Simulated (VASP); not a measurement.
# AgB2 (P6/mmm) in VASP: a series of runs

The runs below take AgB2 through single point, with PBE+D3(BJ).

Program: VASP 6.6.1. These are calculated values, not measurements. Logs are shortened: lines on timing, memory, paths and dates and some standing lists are left out, and cuts for length are marked.

## Step 1: The cell of the first run

The structure is hexagonal, space group P6/mmm (No. 191). The conventional cell has a = 2.999 Å, b = 2.999 Å, c = 4.029 Å, α = 90.00°, β = 90.00°, γ = 120.00°. Within 3.5 Å of Ag (site symmetry 6/mmm) lie 12 B at 2.66 Å and 6 Ag at 3.00 Å. Within 2.3 Å of B (site symmetry -6m2) lie 3 B at 1.73 Å.

## Step 2: Single point, PBE+D3(BJ)

Contents of INCAR:

```
  PREC = Accurate
  ENCUT = 520
  EDIFF = 1E-7
  ISMEAR = 0
  SIGMA = 0.05
  LREAL = False
  LASPH = True
  NELM = 100
  ALGO = Normal
  ISIF = 2
  LWAVE = False
  LCHARG = False
  GGA = PE
  IVDW = 12
  NBANDS = 16
```

Contents of KPOINTS:

```
regular mesh
0
Gamma
  10 10 8
```

Contents of POSCAR:

```
AgB2
1.0
    2.9985055722      0.0000000000      0.0000000000
   -1.4992527861      2.5967819989      0.0000000000
    0.0000000000      0.0000000000      4.0287195313
Ag B
1 2
Direct
    0.0000000000      0.0000000000      0.0000000000
    0.3333333333      0.6666666667      0.5000000000
    0.6666666667      0.3333333333      0.5000000000
```

Potentials or basis: VASP PAW PBE potentials, release 64 (Ag, B).

Command:

```bash
$ cat potpaw_PBE.64/Ag/POTCAR potpaw_PBE.64/B/POTCAR > POTCAR
$ mpirun -np 1 vasp_std > vasp.out
```

OUTCAR:

```text
PREC = Accurate
   ENCUT = 520
   EDIFF = 1E-7
   ISMEAR = 0
   LREAL = False
   LASPH = True
   NELM = 100
   ISIF = 2
   GGA = PE
   IVDW = 12
 IVDW          = 12

 ion  position               nearest neighbor table
   1  0.000  0.000  0.000-   2 2.66   3 2.66   2 2.66   3 2.66   2 2.66   2 2.66   3 2.66   3 2.66
                             3 2.66   3 2.66   2 2.66   2 2.66
   2  0.333  0.667  0.500-   3 1.73   3 1.73   3 1.73   1 2.66   1 2.66   1 2.66   1 2.66   1 2.66
                             1 2.66
   3  0.667  0.333  0.500-   2 1.73   2 1.73   2 1.73   1 2.66   1 2.66   1 2.66   1 2.66   1 2.66
                             1 2.66

  LATTYP: Found a hexagonal cell.
 ALAT       =     2.9985055722
 C/A-ratio  =     1.3435758028

  Lattice vectors:

 A1 = (   2.9985055722,   0.0000000000,   0.0000000000)
 A2 = (  -1.4992527861,   2.5967819989,   0.0000000000)
 A3 = (   0.0000000000,   0.0000000000,   4.0287195313)

Analysis of symmetry for initial positions (statically):
=====================================================================
 Subroutine PRICEL returns:
 Original cell was already a primitive cell.

 Routine SETGRP: Setting up the symmetry group for a
 hexagonal supercell.

 Subroutine GETGRP returns: Found 24 space group operations
 (whereof 24 operations were pure point group operations)
 out of a pool of 24 trial point group operations.

The static configuration has the point symmetry D_6h.

Analysis of symmetry for dynamics (positions and initial velocities):
=====================================================================
 Subroutine PRICEL returns:
 Original cell was already a primitive cell.

 Routine SETGRP: Setting up the symmetry group for a
 hexagonal supercell.

 Subroutine GETGRP returns: Found 24 space group operations
 (whereof 24 operations were pure point group operations)
 out of a pool of 24 trial point group operations.

The dynamic configuration has the point symmetry D_6h.

 Subroutine INISYM returns: Found 24 space group operations
 (whereof 24 operations are pure point group operations),
 and found     1 'primitive' translations

----------------------------------------------------------------------------------------

                                     Primitive cell

  volume of cell :      31.3695

  direct lattice vectors                    reciprocal lattice vectors
     2.998505572  0.000000000  0.000000000     0.333499464  0.192546005  0.000000000
    -1.499252786  2.596781999  0.000000000     0.000000000  0.385092010  0.000000000
     0.000000000  0.000000000  4.028719531     0.000000000  0.000000000  0.248217825

  length of vectors
     2.998505572  2.998505572  4.028719531     0.385092010  0.385092010  0.248217825

  position of ions in fractional coordinates (direct lattice)
     0.000000000  0.000000000  0.000000000
     0.333333333  0.666666667  0.500000000
     0.666666667  0.333333333  0.500000000

  ion indices of the primitive-cell ions
   primitive index   ion index
                 1           1
                 2           2
                 3           3

----------------------------------------------------------------------------------------

 KPOINTS: regular mesh

Automatic generation of k-mesh.
 Grid dimensions read from file:
 generate k-points for:   10   10    8

 Generating k-lattice:

  Cartesian coordinates                     Fractional coordinates (reciprocal lattice)
     0.033349946  0.019254601  0.000000000     0.100000000 -0.000000000  0.000000000
     0.000000000  0.038509201  0.000000000     0.000000000  0.100000000  0.000000000
     0.000000000  0.000000000  0.031027228     0.000000000  0.000000000  0.125000000

  Length of vectors
     0.038509201  0.038509201  0.031027228

  Shift w.r.t. Gamma in fractional coordinates (k-lattice)
     0.000000000  0.000000000  0.000000000

 Subroutine IBZKPT returns following result:
 ===========================================

 Found     70 irreducible k-points:

 Following reciprocal coordinates:
            Coordinates               Weight
  0.000000  0.000000  0.000000      1.000000
  0.100000  0.000000  0.000000      6.000000
  0.200000  0.000000  0.000000      6.000000
  0.300000  0.000000  0.000000      6.000000
  0.400000  0.000000  0.000000      6.000000
  0.500000 -0.000000  0.000000      3.000000
[... 16 lines left out ...]
  0.300000  0.100000  0.125000     24.000000
  0.400000  0.100000  0.125000     24.000000
 [... further k-points ...]
   k-points           NKPTS =     70   k-points in BZ     NKDIM =     70   number of bands    NBANDS=     16
   number of dos      NEDOS =    301   number of ions     NIONS =      3
   total plane-waves  NPLWV =  17280
   dimension x,y,z NGX =    24 NGY =   24 NGZ =   30
   dimension x,y,z NGXF=    48 NGYF=   48 NGZF=   60
   ions per type =               1   2
   NGX,Y,Z   is equivalent  to a cutoff of  13.31, 13.31, 12.38 a.u.
   NGXF,Y,Z  is equivalent  to a cutoff of  26.61, 26.61, 24.76 a.u.
 SYSTEM =  unknown system
   PREC   = accura    normal or accurate (medium, high low for compatibility)
   ISTART =      0    job   : 0-new  1-cont  2-samecut
   ICHARG =      2    charge: 1-file 2-atom 10-const
   ISPIN  =      1    spin polarized calculation?
   LNONCOLLINEAR =      F non collinear calculations
   LSORBIT =      F    spin-orbit coupling
   LASPH  =      T    aspherical Exc in radial PAW
   ENCUT  =  520.0 eV  38.22 Ry    6.18 a.u.   5.58  5.58  7.49*2*pi/ulx,y,z
   NELM   =    100;   NELMIN=  2; NELMDL= -5     # of ELM steps
   EDIFF  = 0.1E-06   stopping-criterion for ELM
   LREAL  =      F    real-space projection
   EDIFFG = 0.1E-05   stopping-criterion for IOM
   NSW    =      0    number of steps for IOM
   IBRION =     -1    ionic relax: 0-MD 1-quasi-New 2-CG
   NFREE  =      0    steps in history (QN), initial steepest desc. (CG)
   ISIF   =      2    stress and relaxation
   ISYM   =      2    0-nonsym 1-usesym 2-fastsym
   POTIM  = 0.5000    time-step for ionic-motion
   TEBEG  =    0.0;   TEEND  =   0.0 temperature during run
   PSTRESS=    0.0 pullay stress
   NELECT =      17.0000    total number of electrons
   NUPDOWN=      -1.0000    fix difference up-down
   EMIN   =  10.00;   EMAX   =-10.00  energy-range for DOS
   EFERMI =   0.00;   METHOD = LEGACY
   ISMEAR =     0;   SIGMA  =   0.05  broadening in eV -4-tet -1-fermi 0-gaus
   EFERMI_NEDOS =   21; number of points for ismear=-14 and -15
   IALGO  =     38    algorithm
   IMIX   =      4    mixing-type and parameters
     AMIX     =   0.40;   BMIX     =  1.00
     AMIX_MAG =   1.60;   BMIX_MAG =  1.00
  volume/ion in A,a.u.               =      10.46        70.56
  Fermi-wavevector in a.u.,A,eV,Ry     =   1.334715  2.522246 24.238306  1.781465
  Thomas-Fermi vector in A             =   2.463475
   LORBIT       =      0    0 simple, 1 ext, 2 COOP (PROOUT), +10 PAW based schemes
   GGA     = PE    functional components
   LHFCALC =     F    Hartree Fock is set to
   AEXX    =    0.0000 exact exchange contribution
   IVDW    =    12    specifies the selected vdW correction
   LEPSILON=     F    determine dielectric tensor
   LRPA    =     F    only Hartree local field effects (RPA)
 non-spin polarized calculation
 Gauss-broadening in eV      SIGMA  =   0.05
  energy-cutoff  :      520.00
  volume of cell :       31.37
 maximum number of plane-waves:       873
 NGX is ok and might be reduce to    24
   NGX = 11   NGY = 11   NGZ = 15

 number of electron      16.9999992 magnetization

 Free energy of the ion-electron system (eV)
  ---------------------------------------------------
  ext. energy  EPLUGINS =         0.00000000
  ---------------------------------------------------
  free energy    TOTEN  =       -14.56225425 eV

  energy without entropy =      -14.56113484  energy(sigma->0) =      -14.56169455

 E-fermi :   7.2970     XC(G=0): -12.1169

 val. band max:        7.2922730406   @ k =   0.3000   0.0000   0.5000
 cond. band min:       7.3166247167   @ k =   0.1000   0.1000   0.0000
 fundamental gap:      0.0243516761
 Fermi energy:         7.2969656322

 k-point     1 :       0.0000    0.0000    0.0000
  band No.  band energies     occupation
      1      -4.9251      2.00000
      2       1.5538      2.00000
      3       2.4795      2.00000
      4       2.4795      2.00000
      5       3.4450      2.00000
      6       3.4539      2.00000
[... 8 lines left out ...]
     15      24.1166      0.00000
     16      25.2921      0.00000

 k-point     2 :       0.1000    0.0000    0.0000
  band No.  band energies     occupation
      1      -4.7405      2.00000
      2       1.6867      2.00000
      3       2.3786      2.00000
      4       2.5976      2.00000
      5       2.6673      2.00000
      6       3.4260      2.00000
[... 8 lines left out ...]
     15      24.6264      0.00000
     16      24.6918      0.00000

 k-point     3 :       0.2000    0.0000    0.0000
  band No.  band energies     occupation
      1      -4.1947      2.00000
      2       1.8830      2.00000
      3       2.0798      2.00000
      4       2.2224      2.00000
      5       2.9246      2.00000
      6       3.3539      2.00000
[... 8 lines left out ...]
     15      23.0000      0.00000
     16      23.8058      0.00000

 k-point     4 :       0.3000    0.0000    0.0000
  band No.  band energies     occupation
      1      -3.3122      2.00000
      2       1.5490      2.00000
      3       1.6773      2.00000
      4       2.2369      2.00000
      5       3.2663      2.00000
      6       3.3785      2.00000
[... 8 lines left out ...]
     15      21.3742      0.00000
     16      23.2350      0.00000
[... 324 lines left out ...]
 k-point    22 :       0.2000    0.1000    0.1250
  band No.  band energies     occupation
      1      -3.5814      2.00000
      2       1.6396      2.00000
      3       1.9481      2.00000
      4       2.2413      2.00000
      5       3.1343      2.00000
      6       3.2646      2.00000
[... 8 lines left out ...]
     15      20.2104      0.00000
     16      23.2365      0.00000

 k-point    23 :       0.3000    0.1000    0.1250
  band No.  band energies     occupation
      1      -2.5754      2.00000
      2       1.0981      2.00000
      3       1.7601      2.00000
      4       2.1750      2.00000
      5       2.9698      2.00000
      6       3.6081      2.00000
[... 8 lines left out ...]
     15      20.6620      0.00000
     16      22.2750      0.00000

 k-point    24 :       0.4000    0.1000    0.1250
  band No.  band energies     occupation
      1      -1.3252      2.00000
      2       0.0302      2.00000
      3       1.7053      2.00000
      4       1.8299      2.00000
      5       2.8499      2.00000
      6       3.8843      2.00000
[... 8 lines left out ...]
     15      21.1483      0.00000
     16      23.1939      0.00000

 [... further k-points ...]

------------------------ aborting loop because EDIFF is reached ----------------------------------------

 Edisp (eV)   -1.00233

 E8    (eV) :    -0.3922

  FORCE on cell =-STRESS in cart. coord.  units (eV):
  Direction    XX          YY          ZZ          XY          YZ          ZX
  --------------------------------------------------------------------------------------
  -------------------------------------------------------------------------------------
  Total      -0.26427    -0.26427    -0.30119     0.00000     0.00000     0.00000
  in kB     -13.49726   -13.49726   -15.38297     0.00000     0.00000     0.00000
  external pressure =      -14.13 kB  Pullay stress =        0.00 kB

 VOLUME and BASIS-vectors are now :
 -----------------------------------------------------------------------------
  energy-cutoff  :      520.00
  volume of cell :       31.37
      direct lattice vectors                 reciprocal lattice vectors
     2.998505572  0.000000000  0.000000000     0.333499464  0.192546005  0.000000000
    -1.499252786  2.596781999  0.000000000     0.000000000  0.385092010  0.000000000
     0.000000000  0.000000000  4.028719531     0.000000000  0.000000000  0.248217825

 POSITION                                       TOTAL-FORCE (eV/Angst)
 -----------------------------------------------------------------------------------
      0.00000      0.00000      0.00000        -0.000000      0.000000      0.000000
     -0.00000      1.73119      2.01436         0.000000     -0.000000     -0.000000
      1.49925      0.86559      2.01436        -0.000000      0.000000      0.000000
 -----------------------------------------------------------------------------------
    total drift:                               -0.000000      0.000000      0.000000

  FREE ENERGIE OF THE ION-ELECTRON SYSTEM (eV)
  ---------------------------------------------------
  free  energy   TOTEN  =       -15.5645823976 eV

  energy  without entropy=      -15.5634629942  energy(sigma->0) =      -15.56402270
```

It took 42 s on 1 thread of Intel Xeon 8259CL, shared host; peak memory 0.18 GiB.

What came out:

```yaml
Free_energy: -15.5646 eV
Pressure: -1.4 GPa
Dispersion_energy_per_atom: -0.334 eV
```

Stress tensor (GPa, compression positive):
```
-1.35  0.00  0.00
 0.00 -1.35  0.00
 0.00  0.00 -1.54
```

Caveat: three body term missing; pairwise dispersion overbinds metals, which lowers pressure and volume.

[end of part 1 of 2]
